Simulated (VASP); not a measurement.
Write the native input for VASP 6.6.1 that does the following.

| Property | Result |
| --- | --- |
| Task | single point |
| Functional | PBE |
| Potentials or basis | VASP PAW PBE potentials, release 64 (V_sv, Bi_d, Se) |
| Cutoff | 520 eV |
| k mesh | 3 × 3 × 4 |
| Occupations | gaussian, width 0.1 eV |
| Spin | collinear spin, ferromagnetic start |
| Starting moments | [2.0, 2.0, 0.0, 0.0, 0.0, 0.0, 0.0, 0.0, 0.0, 0.0] μB |
| Dipole correction | no |
| Further INCAR settings | ALGO = Normal; EDIFF = 1e-06; NBANDS = 61 |

The structure of VBiSe3 lies in POSCAR:

```
VBiSe3
1.0
    7.1443350000      0.0000000000      0.0000000000
   -3.5721675000      6.1871756000      0.0000000000
    0.0000000000      0.0000000000      6.0012414000
V Bi Se
2 2 6
Direct
    0.0000000000      0.0000000000      0.0000000000
    0.0000000000      0.0000000000      0.5000000000
    0.3333333300      0.6666666700      0.7500000000
    0.6666666700      0.3333333300      0.2500000000
    0.8333333300      0.6666666700      0.7500000000
    0.3333333300      0.1666666700      0.7500000000
    0.8333333300      0.1666666700      0.7500000000
    0.1666666700      0.3333333300      0.2500000000
    0.6666666700      0.8333333300      0.2500000000
    0.1666666700      0.8333333300      0.2500000000
```

The input as run:

INCAR

```
SYSTEM = VBiSe3
ALGO = Normal
EDIFF = 1E-6
ENCUT = 520
GGA = PE
ISIF = 2
ISMEAR = 0
ISPIN = 2
LASPH = .True.
LCHARG = .False.
LMAXMIX = 4
LORBIT = 11
LREAL = .False.
LWAVE = .False.
MAGMOM = 2 2 0 0 0 0 0 0 0 0
NBANDS = 61
NELM = 150
PREC = Accurate
SIGMA = 0.1
```

KPOINTS

```
k-points
0
Gamma
  3 3 4
  0 0 0
```

Potentials or basis: VASP PAW PBE potentials, release 64 (V_sv, Bi_d, Se).

Run with:

```console
$ cat potpaw_PBE.64/V_sv/POTCAR potpaw_PBE.64/Bi_d/POTCAR potpaw_PBE.64/Se/POTCAR > POTCAR
$ mpirun -np 1 vasp_std > vasp.out
```

It gave:

* Pressure: -4.7 GPa
* Largest force: 0.237 eV/Å
* Band gap on the k mesh: zero (filled and empty bands overlap)
* Net moment: 4.02 μB per cell
* Site moments: V +1.54; Bi +0.47; Se -0.15 μB
* Valence electrons inside the program's atomic spheres: V 11.38; Bi 12.48; Se 3.77

Caveat: the cell stands under tension; spin-orbit coupling is left out, which moves the levels of the heavy elements.

Run time: 15 min on 1 thread of Intel Xeon 8259CL, on a shared host, peak memory 0.59 GiB.
